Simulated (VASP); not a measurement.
# Ag (P6_3/mmc) in VASP: notebook

Ag is run at these levels: PBE; tasks: single point.

All numbers are computed with VASP 6.6.1; they aren't measurements. Logs are shortened: lines on timing, memory, paths and dates and some standing lists are left out, and cuts for length are marked.

## 1. The cell of the first run

The structure is hexagonal, space group P6_3/mmc (No. 194). The conventional cell has a = 2.846 Å, b = 2.846 Å, c = 9.755 Å, α = 90.00°, β = 90.00°, γ = 120.00°. Within 3.8 Å of Ag (site symmetry -3m) lie 12 Ag at 2.85 to 2.94 Å. Ag (site symmetry -6m2) has 12 Ag at 2.85 to 2.94 Å within 3.8 Å.

This isn't the form of Ag at room conditions, which is fcc.

## 2. Single point, PBE (biaxial strain in the a-b plane: -3.0 %)

Contents of INCAR:

```
SYSTEM = Ag
  PREC = Accurate
  ENCUT = 520
  EDIFF = 1E-6
  ISMEAR = 0
  SIGMA = 0.1
  LREAL = .False.
  LASPH = .True.
  NELM = 80
  ALGO = Fast
  ISIF = 2
  LWAVE = .False.
  LCHARG = .False.
  GGA = PE
  NBANDS = 30
```

Contents of KPOINTS:

```
regular mesh
0
Gamma
  24 24 6
  0 0 0
```

Contents of POSCAR:

```
Ag
1.0
    2.8462400200      0.0000000000      0.0000000000
   -1.4231200100      2.4649161626      0.0000000000
    0.0000000000      0.0000000000      9.7550884009
Ag
4
Direct
    0.0000000000      0.0000000000      0.0000000000
    0.0000000000      0.0000000000      0.5000000000
    0.3333333333      0.6666666667      0.2500000000
    0.6666666667      0.3333333333      0.7500000000
```

Potentials or basis: VASP PAW PBE potentials, release 64 (Ag).

Started as:

```
cat potpaw_PBE.64/Ag/POTCAR > POTCAR
mpirun -np 1 vasp_std > vasp.out
```

OUTCAR:

```text
SYSTEM = Ag
   PREC = Accurate
   ENCUT = 520
   EDIFF = 1E-6
   ISMEAR = 0
   LREAL = .False.
   LASPH = .True.
   NELM = 80
   ISIF = 2
   GGA = PE

 ion  position               nearest neighbor table
   1  0.000  0.000  0.000-   3 2.94   4 2.94   4 2.94   3 2.94   4 2.94   3 2.94
   2  0.000  0.000  0.500-   3 2.94   4 2.94   4 2.94   3 2.94   4 2.94   3 2.94
   3  0.333  0.667  0.250-   1 2.94   2 2.94   1 2.94   2 2.94   1 2.94   2 2.94
   4  0.667  0.333  0.750-   1 2.94   2 2.94   1 2.94   2 2.94   1 2.94   2 2.94

  LATTYP: Found a hexagonal cell.
 ALAT       =     2.8462400200
 C/A-ratio  =     3.4273597210

  Lattice vectors:

 A1 = (   2.8462400200,   0.0000000000,   0.0000000000)
 A2 = (  -1.4231200100,   2.4649161626,   0.0000000000)
 A3 = (   0.0000000000,   0.0000000000,   9.7550884009)

Analysis of symmetry for initial positions (statically):
=====================================================================
 Subroutine PRICEL returns:
 Original cell was already a primitive cell.

 Routine SETGRP: Setting up the symmetry group for a
 hexagonal supercell.

 Subroutine GETGRP returns: Found 24 space group operations
 (whereof 12 operations were pure point group operations)
 out of a pool of 24 trial point group operations.

The static configuration has the point symmetry D_3d.
 The point group associated with its full space group is D_6h.

Analysis of symmetry for dynamics (positions and initial velocities):
=====================================================================
 Subroutine PRICEL returns:
 Original cell was already a primitive cell.

 Routine SETGRP: Setting up the symmetry group for a
 hexagonal supercell.

 Subroutine GETGRP returns: Found 24 space group operations
 (whereof 12 operations were pure point group operations)
 out of a pool of 24 trial point group operations.

The dynamic configuration has the point symmetry D_3d.
 The point group associated with its full space group is D_6h.

 Subroutine INISYM returns: Found 24 space group operations
 (whereof 12 operations are pure point group operations),
 and found     1 'primitive' translations

----------------------------------------------------------------------------------------

                                     Primitive cell

  volume of cell :      68.4392

  direct lattice vectors                    reciprocal lattice vectors
     2.846240020  0.000000000  0.000000000     0.351340714  0.202846656  0.000000000
    -1.423120010  2.464916163  0.000000000     0.000000000  0.405693311  0.000000000
     0.000000000  0.000000000  9.755088401     0.000000000  0.000000000  0.102510604

  length of vectors
     2.846240020  2.846240020  9.755088401     0.405693311  0.405693311  0.102510604

  position of ions in fractional coordinates (direct lattice)
     0.000000000  0.000000000  0.000000000
     0.000000000  0.000000000  0.500000000
     0.333333333  0.666666667  0.250000000
     0.666666667  0.333333333  0.750000000

  ion indices of the primitive-cell ions
   primitive index   ion index
                 1           1
                 2           2
                 3           3
                 4           4

----------------------------------------------------------------------------------------

 KPOINTS: regular mesh

Automatic generation of k-mesh.
 Grid dimensions read from file:
 generate k-points for:   24   24    6

 Generating k-lattice:

  Cartesian coordinates                     Fractional coordinates (reciprocal lattice)
     0.014639196  0.008451944  0.000000000     0.041666667  0.000000000  0.000000000
     0.000000000  0.016903888  0.000000000     0.000000000  0.041666667  0.000000000
     0.000000000  0.000000000  0.017085101     0.000000000  0.000000000  0.166666667

  Length of vectors
     0.016903888  0.016903888  0.017085101

  Shift w.r.t. Gamma in fractional coordinates (k-lattice)
     0.000000000  0.000000000  0.000000000

 Subroutine IBZKPT returns following result:
 ===========================================

 Found    244 irreducible k-points:

 Following reciprocal coordinates:
            Coordinates               Weight
  0.000000  0.000000  0.000000      1.000000
  0.041667 -0.000000  0.000000      6.000000
  0.083333 -0.000000  0.000000      6.000000
  0.125000 -0.000000  0.000000      6.000000
  0.166667  0.000000  0.000000      6.000000
  0.208333  0.000000  0.000000      6.000000
[... 16 lines left out ...]
  0.416667  0.041667  0.000000     12.000000
  0.458333  0.041667  0.000000     12.000000
 [... further k-points ...]
   k-points           NKPTS =    244   k-points in BZ     NKDIM =    244   number of bands    NBANDS=     30
   number of dos      NEDOS =    301   number of ions     NIONS =      4
   total plane-waves  NPLWV =  46080
   dimension x,y,z NGX =    24 NGY =   24 NGZ =   80
   dimension x,y,z NGXF=    48 NGYF=   48 NGZF=  160
   ions per type =               4
   NGX,Y,Z   is equivalent  to a cutoff of  14.02, 14.02, 13.63 a.u.
   NGXF,Y,Z  is equivalent  to a cutoff of  28.04, 28.04, 27.27 a.u.
 SYSTEM =  Ag
   PREC   = accura    normal or accurate (medium, high low for compatibility)
   ISTART =      0    job   : 0-new  1-cont  2-samecut
   ICHARG =      2    charge: 1-file 2-atom 10-const
   ISPIN  =      1    spin polarized calculation?
   LNONCOLLINEAR =      F non collinear calculations
   LSORBIT =      F    spin-orbit coupling
   LASPH  =      T    aspherical Exc in radial PAW
   ENCUT  =  520.0 eV  38.22 Ry    6.18 a.u.   5.29  5.29 18.14*2*pi/ulx,y,z
   NELM   =     80;   NELMIN=  2; NELMDL= -5     # of ELM steps
   EDIFF  = 0.1E-05   stopping-criterion for ELM
   LREAL  =      F    real-space projection
   EDIFFG = 0.1E-04   stopping-criterion for IOM
   NSW    =      0    number of steps for IOM
   IBRION =     -1    ionic relax: 0-MD 1-quasi-New 2-CG
   NFREE  =      0    steps in history (QN), initial steepest desc. (CG)
   ISIF   =      2    stress and relaxation
   ISYM   =      2    0-nonsym 1-usesym 2-fastsym
   POTIM  = 0.5000    time-step for ionic-motion
   TEBEG  =    0.0;   TEEND  =   0.0 temperature during run
   PSTRESS=    0.0 pullay stress
   NELECT =      44.0000    total number of electrons
   NUPDOWN=      -1.0000    fix difference up-down
   EMIN   =  10.00;   EMAX   =-10.00  energy-range for DOS
   EFERMI =   0.00;   METHOD = LEGACY
   ISMEAR =     0;   SIGMA  =   0.10  broadening in eV -4-tet -1-fermi 0-gaus
   EFERMI_NEDOS =   21; number of points for ismear=-14 and -15
   IALGO  =     68    algorithm
   IMIX   =      4    mixing-type and parameters
     AMIX     =   0.40;   BMIX     =  1.00
     AMIX_MAG =   1.60;   BMIX_MAG =  1.00
  volume/ion in A,a.u.               =      17.11       115.46
  Fermi-wavevector in a.u.,A,eV,Ry     =   1.412941  2.670072 27.162710  1.996403
  Thomas-Fermi vector in A             =   2.534638
   LORBIT       =      0    0 simple, 1 ext, 2 COOP (PROOUT), +10 PAW based schemes
   GGA     = PE    functional components
   LHFCALC =     F    Hartree Fock is set to
   AEXX    =    0.0000 exact exchange contribution
   IVDW    =     0    specifies the selected vdW correction
   LEPSILON=     F    determine dielectric tensor
   LRPA    =     F    only Hartree local field effects (RPA)
 non-spin polarized calculation
 RMM-DIIS sequential band-by-band and
 Gauss-broadening in eV      SIGMA  =   0.10
  energy-cutoff  :      520.00
  volume of cell :       68.44
 maximum number of plane-waves:      1860
 NGX is ok and might be reduce to    24
   NGX = 11   NGY = 11   NGZ = 37

 number of electron      43.9999993 magnetization

 Free energy of the ion-electron system (eV)
  ---------------------------------------------------
  ext. energy  EPLUGINS =         0.00000000
  ---------------------------------------------------
  free energy    TOTEN  =       -10.79687204 eV

  energy without entropy =      -10.79194966  energy(sigma->0) =      -10.79441085

 E-fermi :   8.4195     XC(G=0): -12.1869

 val. band max:        8.3806792351   @ k =   0.5000  -0.0000   0.1667
 cond. band min:       8.4212288590   @ k =   0.1250  -0.0000   0.1667
 fundamental gap:      0.0405496239
 Fermi energy:         8.4195495028

 k-point     1 :       0.0000    0.0000    0.0000
  band No.  band energies     occupation
      1       0.6388      2.00000
      2       1.8785      2.00000
      3       1.8839      2.00000
      4       1.9522      2.00000
      5       3.3837      2.00000
      6       3.6001      2.00000
[... 22 lines left out ...]
     29      24.2348      0.00000
     30      25.2377      0.00000

 k-point     2 :       0.0417   -0.0000    0.0000
  band No.  band energies     occupation
      1       0.6894      2.00000
      2       1.9240      2.00000
      3       1.9290      2.00000
      4       1.9851      2.00000
      5       3.3927      2.00000
      6       3.5744      2.00000
[... 22 lines left out ...]
     29      24.2086      0.00000
     30      25.1235      0.00000

 k-point     3 :       0.0833   -0.0000    0.0000
  band No.  band energies     occupation
      1       0.8389      2.00000
      2       2.0556      2.00000
      3       2.0579      2.00000
      4       2.0807      2.00000
      5       3.4123      2.00000
      6       3.4638      2.00000
[... 22 lines left out ...]
     29      24.1893      0.00000
     30      24.6242      0.00000

 k-point     4 :       0.1250   -0.0000    0.0000
  band No.  band energies     occupation
      1       1.0791      2.00000
      2       2.2123      2.00000
      3       2.2544      2.00000
      4       2.2636      2.00000
      5       3.2981      2.00000
      6       3.4208      2.00000
[... 616 lines left out ...]
     29      19.2565      0.00000
     30      19.4794      0.00000

 k-point    23 :       0.4167    0.0417    0.0000
  band No.  band energies     occupation
      1       2.0440      2.00000
      2       2.0526      2.00000
      3       2.1059      2.00000
      4       2.4180      2.00000
      5       2.5354      2.00000
      6       2.9109      2.00000
[... 22 lines left out ...]
     29      18.1134      0.00000
     30      18.6484      0.00000

 k-point    24 :       0.4583    0.0417    0.0000
  band No.  band energies     occupation
      1       2.0119      2.00000
      2       2.0128      2.00000
      3       2.0766      2.00000
      4       2.3851      2.00000
      5       2.5010      2.00000
      6       2.8967      2.00000
[... 22 lines left out ...]
     29      17.1583      0.00000
     30      17.9716      0.00000

 [... further k-points ...]

------------------------ aborting loop because EDIFF is reached ----------------------------------------

  FORCE on cell =-STRESS in cart. coord.  units (eV):
  Direction    XX          YY          ZZ          XY          YZ          ZX
  --------------------------------------------------------------------------------------
  -------------------------------------------------------------------------------------
  Total        2.7039758      2.7039758      0.4150753      0.0000000      0.0000000      0.0000000
  in kB       63.3006990     63.3006990      9.7170085      0.0000000      0.0000000      0.0000000
  external PRESSURE =      45.4394689 kB  Pullay stress =       0.0000000 kB

 VOLUME and BASIS-vectors are now :
 -----------------------------------------------------------------------------
  energy-cutoff  :      520.00
  volume of cell :       68.44
      direct lattice vectors                 reciprocal lattice vectors
     2.846240020  0.000000000  0.000000000     0.351340714  0.202846656  0.000000000
    -1.423120010  2.464916163  0.000000000     0.000000000  0.405693311  0.000000000
     0.000000000  0.000000000  9.755088401     0.000000000  0.000000000  0.102510604

 POSITION                                       TOTAL-FORCE (eV/Angst)
 -----------------------------------------------------------------------------------
      0.00000      0.00000      0.00000        -0.000000      0.000000      0.000000
      0.00000      0.00000      4.87754        -0.000000      0.000000      0.000000
     -0.00000      1.64328      2.43877         0.000000     -0.000000     -0.000000
      1.42312      0.82164      7.31632        -0.000000      0.000000     -0.000000
 -----------------------------------------------------------------------------------
    total drift:                               -0.000000      0.000000     -0.000000

  FREE ENERGIE OF THE ION-ELECTRON SYSTEM (eV)
  ---------------------------------------------------
  free  energy   TOTEN  =       -10.7968720378 eV

  energy  without entropy=      -10.7919496645  energy(sigma->0) =      -10.79441085
```

It took 2.6 min on 1 thread of Intel Xeon 6975P-C (Granite Rapids), shared host; peak memory 0.47 GiB.

What came out:

```
Free energy            : -10.7969 eV
Pressure               : 4.5 GPa
Band gap on the k mesh : zero (bands 22 and 23 overlap by 6.89 eV)
```

Levels at points of the mesh, in eV from the Fermi level:
| k point | band 18 | band 19 | band 20 | band 21 | band 22 | band 23 | band 24 | band 25 | band 26 | band 27 |
| --- | --- | --- | --- | --- | --- | --- | --- | --- | --- | --- |
| (0.00, 0.00, 0.00) | -3.59 | -3.59 | -3.46 | -3.46 | -3.10 | -3.10 | -0.76 | 2.91 | 10.06 | 10.07 |
| (0.50, 0.00, 0.00) | -2.85 | -2.83 | -2.80 | -0.10 | 0.75 | 1.13 | 1.66 | 4.42 | 4.45 | 7.11 |
| (0.00, 0.00, 0.50) | -3.78 | -3.24 | -3.24 | -3.24 | -3.24 | -2.72 | -2.72 | 5.64 | 5.64 | 14.37 |
| (0.50, 0.00, 0.50) | -2.88 | -2.81 | -2.81 | 0.32 | 0.32 | 1.49 | 1.49 | 4.74 | 4.74 | 6.31 |

Caveat: the cell differs from its parent crystal (biaxial strain in the a-b plane: -3.0 %); the stress differs along the axes, from 1 to 6 GPa.

(Continued in part 2 of 2.)

The gap in the log of VASP goes by the Fermi energy; the results here count the filled bands.